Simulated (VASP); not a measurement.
# Nb3Te8Mo (P1) in VASP: single point with PBE

Aim: the single point of Nb3Te8Mo with PBE.

Program: VASP 6.6.1. These are calculated values, not measurements. Logs are shortened: lines on timing, memory, paths and dates and some standing lists are left out, and cuts for length are marked.

## (1) The cell of the first run

The typed cell holds 12 atoms: a = 3.655 Å, b = 3.656 Å, c = 29.496 Å, α = 89.98°, β = 90.00°, γ = 119.99°.

## (2) Single point, PBE

INCAR

```
PREC     = Accurate       # precision mode
ENCUT    = 520            # plane-wave cutoff, eV
EDIFF    = 1E-6           # SCF threshold, eV
ISMEAR   = 0              # smearing method
SIGMA    = 0.2            # smearing width, eV
LREAL    = F              # projectors in reciprocal space
LASPH    = T              # aspherical terms in the spheres
NELM     = 80             # most SCF steps
ALGO     = Normal         # electronic algorithm
ISIF     = 2              # what is computed and relaxed
LWAVE    = F              # write WAVECAR
LCHARG   = F              # write CHGCAR
GGA      = PE             # functional
NBANDS   = 62             # bands
```

KPOINTS

```
regular mesh
0
Gamma
  6 6 1
```

POSCAR

```
Nb3Te8Mo
1.0
    3.6553413814      0.0001431702      0.0002729722
   -1.8275418588      3.1669112576      0.0005851538
   -0.0004060072      0.0052872731     29.4955267782
Nb Te Mo
3 8 1
Direct
    0.3322343698      0.6611182545      0.7494357363
    0.3328574631      0.6681963947      0.2506184511
    0.6704751908      0.3383227160      0.0000857668
    0.3372941816      0.6719044444      0.9371875049
    0.3312143492      0.6659691005      0.4397176056
    0.6657135947      0.3279984579      0.6865292559
    0.6664293502      0.3351151335      0.1877961995
    0.3369967073      0.6715110819      0.0629659900
    0.3309272765      0.6654459798      0.5600085623
    0.6654389958      0.3274797597      0.8122669610
    0.6659511113      0.3345365077      0.3135200761
    0.6644674096      0.3324021694      0.4998678903
```

Potentials or basis: VASP PAW PBE potentials, release 64 (Nb_sv, Te, Mo_sv).

Run with:

```
cat potpaw_PBE.64/Nb_sv/POTCAR potpaw_PBE.64/Te/POTCAR potpaw_PBE.64/Mo_sv/POTCAR > POTCAR
mpirun -np 1 vasp_std > vasp.out
```

OUTCAR:

```text
PREC = Accurate
   ENCUT = 520
   EDIFF = 1E-6
   ISMEAR = 0
   LREAL = F
   LASPH = T
   NELM = 80
   ISIF = 2
   GGA = PE

 ion  position               nearest neighbor table
   1  0.332  0.661  0.749-  10 2.81  10 2.81  10 2.81   6 2.81   6 2.81   6 2.81
   2  0.333  0.668  0.251-   7 2.81   7 2.81   7 2.81  11 2.81  11 2.81  11 2.81
   3  0.670  0.338  0.000-   8 2.81   8 2.81   8 2.81   4 2.81   4 2.81   4 2.81
   4  0.337  0.672  0.937-   3 2.81   3 2.81   3 2.81
   5  0.331  0.666  0.440-  12 2.76  12 2.76  12 2.76   9 3.55
   6  0.666  0.328  0.687-   1 2.81   1 2.81   1 2.81
   7  0.666  0.335  0.188-   2 2.81   2 2.81   2 2.81
   8  0.337  0.672  0.063-   3 2.81   3 2.81   3 2.81
   9  0.331  0.665  0.560-  12 2.76  12 2.76  12 2.76   5 3.55
  10  0.665  0.327  0.812-   1 2.81   1 2.81   1 2.81
  11  0.666  0.335  0.314-   2 2.81   2 2.81   2 2.81
  12  0.664  0.332  0.500-   9 2.76   9 2.76   5 2.76   5 2.76   9 2.76   5 2.76

  LATTYP: Found a triclinic cell.
 ALAT       =     6.3321383495
 B/A-ratio  =     0.5772680874
 C/A-ratio  =     4.6580674058
 COS(alpha) =     0.0000609196
 COS(beta)  =     0.0002563690
 COS(gamma) =     0.8659420747

  Lattice vectors:

 A1 = (  -5.4831409040,  -3.1671975980,  -0.0011310982)
 A2 = (  -3.6553413814,  -0.0001431702,  -0.0002729722)
 A3 = (   0.0004060072,  -0.0052872731, -29.4955267782)

Analysis of symmetry for initial positions (statically):
=====================================================================
 Subroutine PRICEL returns:
 Original cell was already a primitive cell.

 Routine SETGRP: Setting up the symmetry group for a
 triclinic supercell.

 Subroutine GETGRP returns: Found  1 space group operations
 (whereof  1 operations were pure point group operations)
 out of a pool of  2 trial point group operations.

The static configuration has the point symmetry C_1 .

Analysis of symmetry for dynamics (positions and initial velocities):
=====================================================================
 Subroutine PRICEL returns:
 Original cell was already a primitive cell.

 Routine SETGRP: Setting up the symmetry group for a
 triclinic supercell.

 Subroutine GETGRP returns: Found  1 space group operations
 (whereof  1 operations were pure point group operations)
 out of a pool of  2 trial point group operations.

The dynamic configuration has the point symmetry C_1 .

[... 121 lines left out ...]
   POTIM  = 0.5000    time-step for ionic-motion
   TEBEG  =    0.0;   TEEND  =   0.0 temperature during run
   PSTRESS=    0.0 pullay stress
   NELECT =     101.0000    total number of electrons
   NUPDOWN=      -1.0000    fix difference up-down
   EMIN   =  10.00;   EMAX   =-10.00  energy-range for DOS
   EFERMI =   0.00;   METHOD = LEGACY
   ISMEAR =     0;   SIGMA  =   0.20  broadening in eV -4-tet -1-fermi 0-gaus
   EFERMI_NEDOS =   21; number of points for ismear=-14 and -15
   IALGO  =     38    algorithm
   IMIX   =      4    mixing-type and parameters
     AMIX     =   0.40;   BMIX     =  1.00
     AMIX_MAG =   1.60;   BMIX_MAG =  1.00
  volume/ion in A,a.u.               =      28.45       192.02
  Fermi-wavevector in a.u.,A,eV,Ry     =   1.090784  2.061283 16.188339  1.189809
  Thomas-Fermi vector in A             =   2.227016
   LORBIT       =      0    0 simple, 1 ext, 2 COOP (PROOUT), +10 PAW based schemes
   GGA     = PE    functional components
   LHFCALC =     F    Hartree Fock is set to
   AEXX    =    0.0000 exact exchange contribution
   IVDW    =     0    specifies the selected vdW correction
   LEPSILON=     F    determine dielectric tensor
   LRPA    =     F    only Hartree local field effects (RPA)
 non-spin polarized calculation
 Gauss-broadening in eV      SIGMA  =   0.20
  energy-cutoff  :      520.00
  volume of cell :      341.45
 maximum number of plane-waves:      9230
   NGX = 13   NGY = 13   NGZ =109

 number of electron     101.0000000 magnetization

 Free energy of the ion-electron system (eV)
  ---------------------------------------------------
  ext. energy  EPLUGINS =         0.00000000
  ---------------------------------------------------
  free energy    TOTEN  =       -71.53111244 eV

  energy without entropy =      -71.35218381  energy(sigma->0) =      -71.44164813

 E-fermi :   6.6664     XC(G=0):  -9.7553

 val. band max:        6.6361553963   @ k =  -0.1667   0.1667  -0.0000
 cond. band min:       6.7201069138   @ k =   0.5000   0.3333   0.0000
 fundamental gap:      0.0839515175
 Fermi energy:         6.6663636183

 k-point     1 :       0.0000    0.0000    0.0000
  band No.  band energies     occupation
      1     -54.3120      2.00000
      2     -48.2918      2.00000
      3     -48.2904      2.00000
      4     -48.2877      2.00000
      5     -28.4096      2.00000
      6     -28.3742      2.00000
[... 1289 lines left out ...]
     61       9.4598      0.00000
     62       9.9274      0.00000

------------------------ aborting loop because EDIFF is reached ----------------------------------------

  FORCE on cell =-STRESS in cart. coord.  units (eV):
  Direction    XX          YY          ZZ          XY          YZ          ZX
  --------------------------------------------------------------------------------------
  -------------------------------------------------------------------------------------
  Total       -0.0925144     -0.1558899     -0.1416453     -0.0034397      0.0017971      0.0007991
  in kB       -0.4341002     -0.7314738     -0.6646348     -0.0161401      0.0084322      0.0037498
  external PRESSURE =      -0.6100696 kB  Pullay stress =       0.0000000 kB

 VOLUME and BASIS-vectors are now :
 -----------------------------------------------------------------------------
  energy-cutoff  :      520.00
  volume of cell :      341.45
      direct lattice vectors                 reciprocal lattice vectors
     3.655341381  0.000143170  0.000272972     0.273566078  0.157867850 -0.000024533
    -1.827541859  3.166911258  0.000585154    -0.000012363  0.315757960 -0.000056602
    -0.000406007  0.005287273 29.495526778    -0.000002532 -0.000007725  0.033903447

 POSITION                                       TOTAL-FORCE (eV/Angst)
 -----------------------------------------------------------------------------------
      0.00590      2.09771     22.10548         0.000414      0.001900      0.004050
     -0.00455      2.11749      7.39261         0.000392      0.001241     -0.001702
      1.83252      1.07153      0.00291        -0.000591     -0.001614     -0.003353
      0.00461      2.13287     27.64332        -0.000019     -0.000118     -0.000810
     -0.00656      2.11144     12.97018         0.001236      0.001454      0.005020
      1.83370      1.04247     20.24992        -0.000491     -0.000397     -0.002051
      1.82351      1.06237      5.53953        -0.000810     -0.000988     -0.004478
      0.00460      2.12700      1.85770         0.000268     -0.000272      0.003892
     -0.00671      2.11042     16.51823         0.000955      0.002046     -0.001379
      1.83359      1.04149     23.95862        -0.000679      0.000801      0.000214
      1.82277      1.06120      9.24782         0.000735     -0.000141      0.003356
      1.82117      1.05543     14.74424        -0.001409     -0.003912     -0.002759
 -----------------------------------------------------------------------------------
    total drift:                               -0.000146      0.000005     -0.000021

  FREE ENERGIE OF THE ION-ELECTRON SYSTEM (eV)
  ---------------------------------------------------
  free  energy   TOTEN  =       -71.5311124382 eV

  energy  without entropy=      -71.3521838149  energy(sigma->0) =      -71.44164813
```

OSZICAR:

```text
N       E                     dE             d eps       ncg     rms          rms(c)
DAV:   1     0.891447308495E+03    0.89145E+03   -0.47647E+04  2680   0.145E+03
DAV:   2     0.710407251683E+01   -0.88434E+03   -0.86151E+03  3400   0.439E+02
DAV:   3    -0.671155767083E+02   -0.74220E+02   -0.72641E+02  3432   0.113E+02
DAV:   4    -0.743109316257E+02   -0.71954E+01   -0.71570E+01  4440   0.347E+01
[... 22 lines left out ...]
DAV:  27    -0.715311240555E+02    0.22358E-05   -0.32140E-06  2672   0.601E-03    0.271E-02
DAV:  28    -0.715311229272E+02    0.11284E-05   -0.57432E-07  1948   0.342E-03    0.255E-02
DAV:  29    -0.715311166125E+02    0.63147E-05   -0.65146E-06  2632   0.972E-03    0.167E-02
DAV:  30    -0.715311129916E+02    0.36209E-05   -0.43923E-06  2516   0.857E-03    0.977E-03
DAV:  31    -0.715311124382E+02    0.55346E-06   -0.17896E-06  2208   0.479E-03
   1 F= -.71531112E+02 E0= -.71441648E+02  d E =-.178929E+00
```

It took 25 min on 1 thread of Intel Xeon Platinum 8259CL at 2.50GHz (Skylake/Cascade Lake), shared host; peak memory 0.64 GiB.

What came out:

| Item | Value |
| --- | --- |
| Free energy | -71.5311 eV |
| Pressure | -0.1 GPa |
| Largest force | 0.005 eV/Å |
| Band gap on the k mesh | zero (an odd number of electrons rules out a gap without spin polarisation) |

Forces on the atoms (eV/Å):
```
Nb   0.000  0.002  0.004
Nb   0.000  0.001 -0.002
Nb  -0.001 -0.002 -0.003
Te   0.000  0.000 -0.001
Te   0.001  0.001  0.005
Te   0.000  0.000 -0.002
Te  -0.001 -0.001 -0.004
Te   0.000  0.000  0.004
Te   0.001  0.002 -0.001
Te  -0.001  0.001  0.000
Te   0.001  0.000  0.003
Mo  -0.001 -0.004 -0.003
```

Caveat: spin-orbit coupling is left out, which moves the levels of the heavy elements.
